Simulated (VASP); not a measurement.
# WS2 in VASP: single point with LDA

Aim: the single point of WS2 with LDA.

Everything below comes from runs of VASP 6.6.1. Logs are shortened: lines on timing, memory, paths and dates and some standing lists are left out, and cuts for length are marked.

### 1 The cell of the first run

The cell holds a slab with vacuum, 3 atoms: a = 3.184 Å, b = 3.184 Å, c = 16.951 Å, α = 90.00°, β = 90.00°, γ = 120.00°.

### 2 Single point, LDA

The input, INCAR:

```
PREC = Accurate
ENCUT = 520
EDIFF = 1E-6
ISMEAR = 1
SIGMA = 0.1
LREAL = False
LASPH = True
NELM = 100
ALGO = Normal
ISIF = 2
LWAVE = False
LCHARG = False
GGA = CA
NBANDS = 20
```

The input, KPOINTS:

```
regular mesh
0
Gamma
  12 12 2
```

The input, POSCAR:

```
WS2
1.0
    3.1835200000      0.0000000000      0.0000000000
   -1.5917600000      2.7570100000      0.0000000000
    0.0000000000      0.0000000000     16.9505800000
W S
1 2
Direct
    0.3333333333      0.6666666667      0.0000000000
    0.6666666667      0.3333333333      0.9080000000
    0.6666666667      0.3333333333      0.0920000000
```

Potentials or basis: VASP PAW LDA potentials, release 64 (W_sv, S).

Launch:

```sh
cat potpaw_LDA.64/W_sv/POTCAR potpaw_LDA.64/S/POTCAR > POTCAR
mpirun -np 1 vasp_std > vasp.out
```

OUTCAR:

```text
PREC = Accurate
   ENCUT = 520
   EDIFF = 1E-6
   ISMEAR = 1
   LREAL = False
   LASPH = True
   NELM = 100
   ISIF = 2
   GGA = CA

 ion  position               nearest neighbor table
   1  0.333  0.667  0.000-   2 2.41   3 2.41   2 2.41   3 2.41   2 2.41   3 2.41
   2  0.667  0.333  0.908-   1 2.41   1 2.41   1 2.41
   3  0.667  0.333  0.092-   1 2.41   1 2.41   1 2.41

  LATTYP: Found a hexagonal cell.
 ALAT       =     3.1835200000
 C/A-ratio  =     5.3244773081

  Lattice vectors:

 A1 = (   3.1835200000,   0.0000000000,   0.0000000000)
 A2 = (  -1.5917600000,   2.7570100000,   0.0000000000)
 A3 = (   0.0000000000,   0.0000000000,  16.9505800000)

Analysis of symmetry for initial positions (statically):
=====================================================================
 Subroutine PRICEL returns:
 Original cell was already a primitive cell.

 Routine SETGRP: Setting up the symmetry group for a
 hexagonal supercell.

 Subroutine GETGRP returns: Found 12 space group operations
 (whereof 12 operations were pure point group operations)
 out of a pool of 24 trial point group operations.

The static configuration has the point symmetry D_3h.

Analysis of symmetry for dynamics (positions and initial velocities):
=====================================================================
 Subroutine PRICEL returns:
 Original cell was already a primitive cell.

 Routine SETGRP: Setting up the symmetry group for a
 hexagonal supercell.

 Subroutine GETGRP returns: Found 12 space group operations
 (whereof 12 operations were pure point group operations)
 out of a pool of 24 trial point group operations.

The dynamic configuration has the point symmetry D_3h.

 Subroutine INISYM returns: Found 12 space group operations
 (whereof 12 operations are pure point group operations),
 and found     1 'primitive' translations

----------------------------------------------------------------------------------------

                                     Primitive cell

  volume of cell :     148.7752

  direct lattice vectors                    reciprocal lattice vectors
     3.183520000  0.000000000  0.000000000     0.314117706  0.181355889  0.000000000
    -1.591760000  2.757010000  0.000000000     0.000000000  0.362711778  0.000000000
     0.000000000  0.000000000 16.950580000     0.000000000  0.000000000  0.058995031

  length of vectors
     3.183520000  3.183520698 16.950580000     0.362711858  0.362711778  0.058995031

  position of ions in fractional coordinates (direct lattice)
     0.333333333  0.666666667  0.000000000
     0.666666667  0.333333333  0.908000000
     0.666666667  0.333333333  0.092000000

  ion indices of the primitive-cell ions
   primitive index   ion index
                 1           1
                 2           2
                 3           3

----------------------------------------------------------------------------------------

 KPOINTS: regular mesh

Automatic generation of k-mesh.
 Grid dimensions read from file:
 generate k-points for:   12   12    2

 Generating k-lattice:

  Cartesian coordinates                     Fractional coordinates (reciprocal lattice)
     0.026176476  0.015112991  0.000000000     0.083333333 -0.000000000  0.000000000
     0.000000000  0.030225982  0.000000000     0.000000000  0.083333333  0.000000000
     0.000000000  0.000000000  0.029497516     0.000000000  0.000000000  0.500000000

  Length of vectors
     0.030225988  0.030225982  0.029497516

  Shift w.r.t. Gamma in fractional coordinates (k-lattice)
     0.000000000  0.000000000  0.000000000

 Subroutine IBZKPT returns following result:
 ===========================================

 Found     38 irreducible k-points:

 Following reciprocal coordinates:
            Coordinates               Weight
  0.000000  0.000000  0.000000      1.000000
  0.083333  0.000000  0.000000      6.000000
  0.166667  0.000000  0.000000      6.000000
  0.250000 -0.000000  0.000000      6.000000
  0.333333  0.000000  0.000000      6.000000
  0.416667  0.000000  0.000000      6.000000
[... 16 lines left out ...]
  0.250000 -0.000000  0.500000      6.000000
  0.333333  0.000000  0.500000      6.000000
 [... further k-points ...]
   k-points           NKPTS =     38   k-points in BZ     NKDIM =     38   number of bands    NBANDS=     20
   number of dos      NEDOS =    301   number of ions     NIONS =      3
   total plane-waves  NPLWV =  72576
   dimension x,y,z NGX =    24 NGY =   24 NGZ =  126
   dimension x,y,z NGXF=    48 NGYF=   48 NGZF=  252
   ions per type =               1   2
   NGX,Y,Z   is equivalent  to a cutoff of  12.53, 12.53, 12.36 a.u.
   NGXF,Y,Z  is equivalent  to a cutoff of  25.07, 25.07, 24.72 a.u.
 SYSTEM =  unknown system
   PREC   = accura    normal or accurate (medium, high low for compatibility)
   ISTART =      0    job   : 0-new  1-cont  2-samecut
   ICHARG =      2    charge: 1-file 2-atom 10-const
   ISPIN  =      1    spin polarized calculation?
   LNONCOLLINEAR =      F non collinear calculations
   LSORBIT =      F    spin-orbit coupling
   LASPH  =      T    aspherical Exc in radial PAW
   ENCUT  =  520.0 eV  38.22 Ry    6.18 a.u.   5.92  5.92 31.52*2*pi/ulx,y,z
   NELM   =    100;   NELMIN=  2; NELMDL= -5     # of ELM steps
   EDIFF  = 0.1E-05   stopping-criterion for ELM
   LREAL  =      F    real-space projection
   EDIFFG = 0.1E-04   stopping-criterion for IOM
   NSW    =      0    number of steps for IOM
   IBRION =     -1    ionic relax: 0-MD 1-quasi-New 2-CG
   NFREE  =      0    steps in history (QN), initial steepest desc. (CG)
   ISIF   =      2    stress and relaxation
   ISYM   =      2    0-nonsym 1-usesym 2-fastsym
   POTIM  = 0.5000    time-step for ionic-motion
   TEBEG  =    0.0;   TEEND  =   0.0 temperature during run
   PSTRESS=    0.0 pullay stress
   NELECT =      26.0000    total number of electrons
   NUPDOWN=      -1.0000    fix difference up-down
   EMIN   =  10.00;   EMAX   =-10.00  energy-range for DOS
   EFERMI =   0.00;   METHOD = LEGACY
   ISMEAR =     1;   SIGMA  =   0.10  broadening in eV -4-tet -1-fermi 0-gaus
   EFERMI_NEDOS =   21; number of points for ismear=-14 and -15
   IALGO  =     38    algorithm
   IMIX   =      4    mixing-type and parameters
     AMIX     =   0.40;   BMIX     =  1.00
     AMIX_MAG =   1.60;   BMIX_MAG =  1.00
  volume/ion in A,a.u.               =      49.59       334.66
  Fermi-wavevector in a.u.,A,eV,Ry     =   0.915284  1.729636 11.398205  0.837744
  Thomas-Fermi vector in A             =   2.040008
   LORBIT       =      0    0 simple, 1 ext, 2 COOP (PROOUT), +10 PAW based schemes
   GGA     = CA    functional components
   LHFCALC =     F    Hartree Fock is set to
   AEXX    =    0.0000 exact exchange contribution
   IVDW    =     0    specifies the selected vdW correction
   LEPSILON=     F    determine dielectric tensor
   LRPA    =     F    only Hartree local field effects (RPA)
 non-spin polarized calculation
 Methfessel and Paxton  Order N= 1 SIGMA  =   0.10
  energy-cutoff  :      520.00
  volume of cell :      148.78
 maximum number of plane-waves:      4032
 NGX is ok and might be reduce to    24
   NGX = 11   NGY = 11   NGZ = 63

 number of electron      25.9999999 magnetization

 Free energy of the ion-electron system (eV)
  ---------------------------------------------------
  ext. energy  EPLUGINS =         0.00000000
  ---------------------------------------------------
  free energy    TOTEN  =       -26.11617105 eV

  energy without entropy =      -26.11660939  energy(sigma->0) =      -26.11631716

 E-fermi :  -1.3940     XC(G=0):  -4.6389

 val. band max:       -1.4533017018   @ k =   0.0000   0.0000   0.5000
 cond. band min:       0.3294557981   @ k =   0.3333   0.3333   0.0000
 fundamental gap:      1.7827574999
 Fermi energy:        -1.3939795763

 k-point     1 :       0.0000    0.0000    0.0000
  band No.  band energies     occupation
      1     -74.9885      2.00000
      2     -39.4955      2.00000
      3     -39.3377      2.00000
      4     -39.3377      2.00000
      5     -16.1102      2.00000
      6     -14.4290      2.00000
[... 12 lines left out ...]
     19       4.2674      0.00000
     20       4.2730      0.00000

 k-point     2 :       0.0833    0.0000    0.0000
  band No.  band energies     occupation
      1     -74.9873      2.00000
      2     -39.4913      2.00000
      3     -39.3610      2.00000
      4     -39.3431      2.00000
      5     -15.9947      2.00000
      6     -14.3881      2.00000
[... 12 lines left out ...]
     19       4.4029      0.00000
     20       4.5848      0.00000

 k-point     3 :       0.1667    0.0000    0.0000
  band No.  band energies     occupation
      1     -74.9842      2.00000
      2     -39.4799      2.00000
      3     -39.4243      2.00000
      4     -39.3579      2.00000
      5     -15.6659      2.00000
      6     -14.2718      2.00000
[... 12 lines left out ...]
     19       4.7889      0.00000
     20       5.4634      0.00000

 k-point     4 :       0.2500   -0.0000    0.0000
  band No.  band energies     occupation
      1     -74.9798      2.00000
      2     -39.5096      2.00000
      3     -39.4642      2.00000
      4     -39.3780      2.00000
      5     -15.1774      2.00000
      6     -14.1013      2.00000
[... 12 lines left out ...]
     19       5.3610      0.00000
     20       6.0242      0.00000

 k-point     5 :       0.3333    0.0000    0.0000
  band No.  band energies     occupation
      1     -74.9755      2.00000
      2     -39.5936      2.00000
      3     -39.4485      2.00000
      4     -39.3980      2.00000
      5     -14.6251      2.00000
      6     -13.9140      2.00000
[... 12 lines left out ...]
     19       5.8963      0.00000
     20       5.9465      0.00000
[... 353 lines left out ...]
      6     -14.3881      2.00000
[... 12 lines left out ...]
     19       4.2147      0.00000
     20       4.7562      0.00000

 k-point    22 :       0.1667    0.0000    0.5000
  band No.  band energies     occupation
      1     -74.9842      2.00000
      2     -39.4799      2.00000
      3     -39.4243      2.00000
      4     -39.3579      2.00000
      5     -15.6659      2.00000
      6     -14.2718      2.00000
[... 12 lines left out ...]
     19       4.6111      0.00000
     20       5.7303      0.00000

 k-point    23 :       0.2500   -0.0000    0.5000
  band No.  band energies     occupation
      1     -74.9799      2.00000
      2     -39.5096      2.00000
      3     -39.4642      2.00000
      4     -39.3780      2.00000
      5     -15.1774      2.00000
      6     -14.1013      2.00000
[... 12 lines left out ...]
     19       5.2211      0.00000
     20       6.2881      0.00000

 k-point    24 :       0.3333    0.0000    0.5000
  band No.  band energies     occupation
      1     -74.9755      2.00000
      2     -39.5936      2.00000
      3     -39.4485      2.00000
      4     -39.3980      2.00000
      5     -14.6251      2.00000
      6     -13.9140      2.00000
[... 12 lines left out ...]
     19       5.8493      0.00000
     20       5.9949      0.00000

 [... further k-points ...]
[... 5 lines left out ...]
  --------------------------------------------------------------------------------------
  -------------------------------------------------------------------------------------
  Total       -2.1480459     -2.1480472     -1.1311378      0.0000000      0.0000000      0.0000000
  in kB      -23.1325581    -23.1325716    -12.1813549      0.0000000      0.0000000      0.0000000
  external PRESSURE =     -19.4821616 kB  Pullay stress =       0.0000000 kB

 VOLUME and BASIS-vectors are now :
 -----------------------------------------------------------------------------
  energy-cutoff  :      520.00
  volume of cell :      148.78
      direct lattice vectors                 reciprocal lattice vectors
     3.183520000  0.000000000  0.000000000     0.314117706  0.181355889  0.000000000
    -1.591760000  2.757010000  0.000000000     0.000000000  0.362711778  0.000000000
     0.000000000  0.000000000 16.950580000     0.000000000  0.000000000  0.058995031

 POSITION                                       TOTAL-FORCE (eV/Angst)
 -----------------------------------------------------------------------------------
     -0.00000      1.83801      0.00000         0.000000     -0.000000      0.000000
      1.59176      0.91900     15.39113         0.000000      0.000000      0.353413
      1.59176      0.91900      1.55945        -0.000000      0.000000     -0.353413
 -----------------------------------------------------------------------------------
    total drift:                               -0.000000      0.000008     -0.000000

  FREE ENERGIE OF THE ION-ELECTRON SYSTEM (eV)
  ---------------------------------------------------
  free  energy   TOTEN  =       -26.1161710470 eV

  energy  without entropy=      -26.1166093942  energy(sigma->0) =      -26.11631716
```

It took 3.2 min on 1 thread of AMD EPYC 7R13 (Zen 3), shared host; peak memory 0.23 GiB.

Results:

| Quantity | Value |
| --- | --- |
| Free energy | -26.1162 eV |
| Largest force | 0.353 eV/Å |
| Band gap on the k mesh | 1.78 eV, indirect (the least direct gap lies 4.2 meV higher) |

Forces on the atoms (eV/Å):
```
W    0.000  0.000  0.000
S    0.000  0.000  0.353
S    0.000  0.000 -0.353
```

Levels at points of the mesh, in eV from the valence-band top:
```csv
k point,band 10,band 11,band 12,band 13,band 14,band 15,band 16,band 17
"(0.00, 0.00, 0.00)",-2.04,-1.63,-1.63,0.00,2.90,2.90,3.10,3.10
"(0.50, 0.00, 0.00)",-3.41,-2.04,-1.23,-0.87,2.82,3.29,4.04,4.78
"(0.00, 0.00, 0.50)",-2.04,-1.63,-1.63,0.00,2.90,2.90,3.10,3.10
"(0.50, 0.00, 0.50)",-3.41,-2.04,-1.23,-0.87,2.82,3.29,4.04,4.78
```

Caveat: spin-orbit coupling is left out, which moves the levels of the heavy elements.
